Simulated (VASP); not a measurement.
# As (P-1) in VASP: a series of runs, part 2 of 3

VASP 6.6.1. The steps go on from the part before.

## 3. Single point, PBE-based screened hybrid with 25 % exact exchange

The input, POSCAR:

```
As
1.0
    2.7036817400      0.0000000000      0.0000000000
    0.0000000000      2.7036817400      0.0000000000
    0.0000000000      0.0000000000      5.4073634900
As
2
Direct
    0.4174883800      0.4846435100      0.2429717800
    0.5825116200      0.5153564900      0.7570282200
```

The input, INCAR.step1:

```
SYSTEM = As
ALGO = Normal
EDIFF = 1E-5
ENCUT = 520
GGA = PE
ISIF = 2
ISMEAR = -1
LASPH = .TRUE.
LREAL = .FALSE.
LWAVE = .TRUE.
NBANDS = 12
NELM = 80
PREC = Accurate
SIGMA = 0.05
```

The input, INCAR.step2:

```
SYSTEM = As
AEXX = 0.25
ALGO = Normal
EDIFF = 1E-6
ENCUT = 520
GGA = PE
HFSCREEN = 0.3
ISIF = 2
ISMEAR = -1
ISTART = 1
LASPH = .TRUE.
LCHARG = .TRUE.
LELF = .TRUE.
LHFCALC = .TRUE.
LREAL = .FALSE.
LVHAR = .TRUE.
LWAVE = .FALSE.
NBANDS = 12
NELM = 80
PREC = Accurate
PRECFOCK = Normal
SIGMA = 0.05
```

The input, KPOINTS:

```
k-points
0
G
  5 5 3
  0 0 0
```

Potentials or basis: VASP PAW PBE potentials, release 64 (As).

Started as:

```console
$ cat potpaw_PBE.64/As/POTCAR > POTCAR
$ cp INCAR.step1 INCAR
$ mpirun -np 1 vasp_std > vasp.out
$ cp INCAR.step2 INCAR
$ mpirun -np 1 vasp_std > vasp.out
```

OUTCAR:

```text
SYSTEM = As
   AEXX = 0.25
   EDIFF = 1E-6
   ENCUT = 520
   GGA = PE
   HFSCREEN = 0.3
   ISIF = 2
   ISMEAR = -1
   ISTART = 1
   LASPH = .TRUE.
   LHFCALC = .TRUE.
   LREAL = .FALSE.
   NELM = 80
   PREC = Accurate
   PRECFOCK = Normal

 ion  position               nearest neighbor table
   1  0.417  0.485  0.243-   2 2.67   2 2.82
   2  0.583  0.515  0.757-   1 2.67   1 2.82

  LATTYP: Found a simple tetragonal cell.
 ALAT       =     2.7036817400
 C/A-ratio  =     2.0000000037

  Lattice vectors:

 A1 = (   2.7036817400,   0.0000000000,   0.0000000000)
 A2 = (   0.0000000000,   2.7036817400,   0.0000000000)
 A3 = (   0.0000000000,   0.0000000000,   5.4073634900)

Analysis of symmetry for initial positions (statically):
=====================================================================
 Subroutine PRICEL returns:
 Original cell was already a primitive cell.

 Routine SETGRP: Setting up the symmetry group for a
 simple tetragonal supercell.

 Subroutine GETGRP returns: Found  2 space group operations
 (whereof  2 operations were pure point group operations)
 out of a pool of 16 trial point group operations.

The static configuration has the point symmetry S_2 .

Analysis of symmetry for dynamics (positions and initial velocities):
=====================================================================
 Subroutine PRICEL returns:
 Original cell was already a primitive cell.

 Routine SETGRP: Setting up the symmetry group for a
 simple tetragonal supercell.

 Subroutine GETGRP returns: Found  2 space group operations
 (whereof  2 operations were pure point group operations)
 out of a pool of 16 trial point group operations.

The dynamic configuration has the point symmetry S_2 .

 Subroutine INISYM returns: Found  2 space group operations
 (whereof  2 operations are pure point group operations),
 and found     1 'primitive' translations

----------------------------------------------------------------------------------------

                                     Primitive cell

  volume of cell :      39.5273

  direct lattice vectors                    reciprocal lattice vectors
     2.703681740  0.000000000  0.000000000     0.369866018  0.000000000  0.000000000
     0.000000000  2.703681740  0.000000000     0.000000000  0.369866018  0.000000000
     0.000000000  0.000000000  5.407363490     0.000000000  0.000000000  0.184933009

  length of vectors
     2.703681740  2.703681740  5.407363490     0.369866018  0.369866018  0.184933009

  position of ions in fractional coordinates (direct lattice)
     0.417488380  0.484643510  0.242971780
     0.582511620  0.515356490  0.757028220

  ion indices of the primitive-cell ions
   primitive index   ion index
                 1           1
                 2           2

----------------------------------------------------------------------------------------

 KPOINTS: k-points

Automatic generation of k-mesh.
 Grid dimensions read from file:
 generate k-points for:    5    5    3

 Generating k-lattice:

[... 46 lines left out ...]
   dimension x,y,z NGX =    20 NGY =   20 NGZ =   40
   dimension x,y,z NGXF=    40 NGYF=   40 NGZF=   80
   ions per type =               2
   NGX,Y,Z   is equivalent  to a cutoff of  12.30, 12.30, 12.30 a.u.
   NGXF,Y,Z  is equivalent  to a cutoff of  24.60, 24.60, 24.60 a.u.
 SYSTEM =  As
   PREC   = accura    normal or accurate (medium, high low for compatibility)
   ISTART =      1    job   : 0-new  1-cont  2-samecut
   ICHARG =      0    charge: 1-file 2-atom 10-const
   ISPIN  =      1    spin polarized calculation?
   LNONCOLLINEAR =      F non collinear calculations
   LSORBIT =      F    spin-orbit coupling
   LASPH  =      T    aspherical Exc in radial PAW
   ENCUT  =  520.0 eV  38.22 Ry    6.18 a.u.   5.03  5.03 10.05*2*pi/ulx,y,z
   NELM   =     80;   NELMIN=  2; NELMDL=  0     # of ELM steps
   EDIFF  = 0.1E-05   stopping-criterion for ELM
   LREAL  =      F    real-space projection
   EDIFFG = 0.1E-04   stopping-criterion for IOM
   NSW    =      0    number of steps for IOM
   IBRION =     -1    ionic relax: 0-MD 1-quasi-New 2-CG
   NFREE  =      0    steps in history (QN), initial steepest desc. (CG)
   ISIF   =      2    stress and relaxation
   ISYM   =      3    0-nonsym 1-usesym 2-fastsym
   POTIM  = 0.5000    time-step for ionic-motion
   TEBEG  =    0.0;   TEEND  =   0.0 temperature during run
   PSTRESS=    0.0 pullay stress
   NELECT =      10.0000    total number of electrons
   NUPDOWN=      -1.0000    fix difference up-down
   EMIN   =  10.00;   EMAX   =-10.00  energy-range for DOS
   EFERMI =   0.00;   METHOD = LEGACY
   ISMEAR =    -1;   SIGMA  =   0.05  broadening in eV -4-tet -1-fermi 0-gaus
   EFERMI_NEDOS =   21; number of points for ismear=-14 and -15
   IALGO  =     38    algorithm
   IMIX   =      1    mixing-type and parameters
     AMIX     =   0.40;   BMIX     =  1.00
     AMIX_MAG =   1.60;   BMIX_MAG =  1.00
  volume/ion in A,a.u.               =      19.76       133.37
  Fermi-wavevector in a.u.,A,eV,Ry     =   1.035403  1.956627 14.586243  1.072059
  Thomas-Fermi vector in A             =   2.169744
   LORBIT       =      0    0 simple, 1 ext, 2 COOP (PROOUT), +10 PAW based schemes
   GGA     = PE    functional components
   LHFCALC =     T    Hartree Fock is set to
   PRECFOCK=normal    Normal, Fast or Accurate (Low or Medium for compatibility)
   ENCUT4O =  -1.0   cutoff for four orbital integrals eV
   NKREDX  =     1    reduce k-point grid by
   NKREDY  =     1    reduce k-point grid by
   NKREDZ  =     1    reduce k-point grid by
   AEXX    =    0.2500 exact exchange contribution
   HFSCREEN=    0.3000 screening length (either q_TF or 0.3 A-1)
   HFSCREENC=   0.3000 screening length for correlation (either q_TF or 0.3 A-1)
   ENCUTFOCK=  -1.0 apply spherical cutoff to Coloumb kernel
   IVDW    =     0    specifies the selected vdW correction
   LEPSILON=     F    determine dielectric tensor
   LRPA    =     F    only Hartree local field effects (RPA)
 non-spin polarized calculation
  energy-cutoff  :      520.00
  volume of cell :       39.53
 maximum number of plane-waves:      1075
  NGX = 16; NGY = 16; NGZ = 32

 number of electron       9.9999997 magnetization

 Free energy of the ion-electron system (eV)
  ---------------------------------------------------
  ext. energy  EPLUGINS =         0.00000000
  ---------------------------------------------------
  free energy    TOTEN  =       -10.28691275 eV

  energy without entropy =      -10.27631794  energy(sigma->0) =      -10.28161535

 E-fermi :   6.1318     XC(G=0):  -8.8142

 val. band max:        6.0556059840   @ k =   0.2000  -0.2000   0.3333
 cond. band min:       6.1613050906   @ k =   0.2000   0.0000   0.3333
 fundamental gap:      0.1056991066
 Fermi energy:         6.1318325106

 k-point     1 :       0.0000    0.0000    0.0000
  band No.  band energies     occupation
      1     -10.7270      2.00000
      2      -7.2429      2.00000
      3      -1.7798      2.00000
      4      10.3012      0.00000
      5      10.4141      0.00000
      6      10.7812      0.00000
      7      11.8874      0.00000
      8      12.8726      0.00000
      9      14.7653      0.00000
     10      15.5646      0.00000
     11      17.2487      0.00000
     12      17.5272      0.00000
[... 331 lines left out ...]
 k-point    24 :      -0.2000    0.2000    0.3333
  band No.  band energies     occupation
      1      -8.5715      2.00000
      2      -6.9613      2.00000
      3       2.2668      2.00000
      4       5.7127      1.99954
      5       5.9491      1.94955
      6       7.1247      0.00000
      7       7.6197      0.00000
      8       8.0467      0.00000
      9      16.7524      0.00000
     10      17.5029      0.00000
     11      19.8245      0.00000
     12      21.0312      0.00000

 [... further k-points ...]

------------------------ aborting loop because EDIFF is reached ----------------------------------------

  FORCE on cell =-STRESS in cart. coord.  units (eV):
  Direction    XX          YY          ZZ          XY          YZ          ZX
  --------------------------------------------------------------------------------------
  -------------------------------------------------------------------------------------
  Total        0.7225325      0.1856576     -2.0517696      0.0558258      0.0206245      0.1545404
  in kB       29.2867544      7.5253469    -83.1653594      2.2628149      0.8359809      6.2640618
  external PRESSURE =     -15.4510860 kB  Pullay stress =       0.0000000 kB

 VOLUME and BASIS-vectors are now :
 -----------------------------------------------------------------------------
  energy-cutoff  :      520.00
  volume of cell :       39.53
      direct lattice vectors                 reciprocal lattice vectors
     2.703681740  0.000000000  0.000000000     0.369866018  0.000000000  0.000000000
     0.000000000  2.703681740  0.000000000     0.000000000  0.369866018  0.000000000
     0.000000000  0.000000000  5.407363490     0.000000000  0.000000000  0.184933009

 POSITION                                       TOTAL-FORCE (eV/Angst)
 -----------------------------------------------------------------------------------
      1.12876      1.31032      1.31384         0.244148      0.043336     -0.198960
      1.57493      1.39336      4.09353        -0.244148     -0.043336      0.198960
 -----------------------------------------------------------------------------------
    total drift:                                0.000000      0.000000     -0.000000

  FREE ENERGIE OF THE ION-ELECTRON SYSTEM (eV)
  ---------------------------------------------------
  free  energy   TOTEN  =       -10.2869127481 eV

  energy  without entropy=      -10.2763179427  energy(sigma->0) =      -10.28161535
```

Run time: 6.7 min. Hardware: 1 thread of Intel Xeon Platinum 8488C (Sapphire Rapids), shared host; peak memory 0.26 GiB.

Results:

| Property | Result |
| --- | --- |
| Free energy | -10.2869 eV |
| Pressure | -1.5 GPa |
| Largest force | 0.318 eV/Å |
| Band gap on the k mesh | zero (bands 5 and 6 overlap by 7.20 eV) |

Forces on the atoms (eV/Å):
```
As   0.244  0.043 -0.199
As  -0.244 -0.043  0.199
```

Stress tensor (GPa, compression positive):
```
 2.93  0.23  0.63
 0.23  0.75  0.08
 0.63  0.08 -8.32
```

Caveat: the k points lie up to 0.46 Å⁻¹ apart, too coarse for converged energies and pressures of a metal; the PAW data sets were made with another functional, which shifts forces and pressure a little.

## 4. Single point, PBE-based screened hybrid with 25 % exact exchange

POSCAR is that of step 3.

The input, INCAR.step1:

```
ALGO     = Normal         # electronic algorithm
EDIFF    = 1E-5           # SCF threshold, eV
ENCUT    = 520            # plane-wave cutoff, eV
GGA      = PE             # functional
ISIF     = 2              # what is computed and relaxed
ISMEAR   = -1             # smearing method
LASPH    = T              # aspherical terms in the spheres
LCHARG   = F              # write CHGCAR
LREAL    = F              # projectors in reciprocal space
LWAVE    = T              # write WAVECAR
NBANDS   = 12             # bands
NELM     = 100            # most SCF steps
PREC     = Accurate       # precision mode
SIGMA    = 0.05           # smearing width, eV
```

The input, INCAR.step2:

```
AEXX     = 0.25           # exact-exchange fraction
ALGO     = Normal         # electronic algorithm
EDIFF    = 1E-6           # SCF threshold, eV
ENCUT    = 520            # plane-wave cutoff, eV
GGA      = PE             # functional
HFSCREEN = 0.4            # screening, 1/A
ISIF     = 2              # what is computed and relaxed
ISMEAR   = -1             # smearing method
ISTART   = 1            
LASPH    = T              # aspherical terms in the spheres
LCHARG   = F              # write CHGCAR
LHFCALC  = T              # exact exchange
LREAL    = F              # projectors in reciprocal space
LWAVE    = F              # write WAVECAR
NBANDS   = 12             # bands
NELM     = 100            # most SCF steps
PREC     = Accurate       # precision mode
PRECFOCK = Normal       
SIGMA    = 0.05           # smearing width, eV
```

The input, KPOINTS:

```
k-points
0
Gamma
  5 5 3
```

Started as:

```console
$ cat potpaw_PBE.64/As/POTCAR > POTCAR
$ cp INCAR.step1 INCAR
$ mpirun -np 1 vasp_std > vasp.out
$ cp INCAR.step2 INCAR
$ mpirun -np 1 vasp_std > vasp.out
```

Run time: 6.4 min. Hardware: 1 thread of Intel Xeon Platinum 8488C (Sapphire Rapids), shared host; peak memory 0.26 GiB.

The run converged. Its results:

```
Free energy            : -9.9912 eV
Pressure               : -1.0 GPa
Largest force          : 0.309 eV/Å
Band gap on the k mesh : zero (bands 5 and 6 overlap by 7.06 eV)
```

Forces on the atoms (eV/Å):
```
As   0.244  0.044 -0.185
As  -0.244 -0.044  0.185
```

Stress tensor (GPa, compression positive):
```
 3.40  0.21  0.65
 0.21  1.25  0.09
 0.65  0.09 -7.62
```

Levels at points of the mesh, in eV from the Fermi level:
```csv
k point,band 3,band 4,band 5,band 6,band 7,band 8
"(0.00, 0.00, 0.00)",-7.73,4.08,4.22,4.57,5.66,6.61
```

Caveat: the k points lie up to 0.46 Å⁻¹ apart, too coarse for converged energies and pressures of a metal; the PAW data sets were made with another functional, which shifts forces and pressure a little.

(Continued in part 3 of 3.)
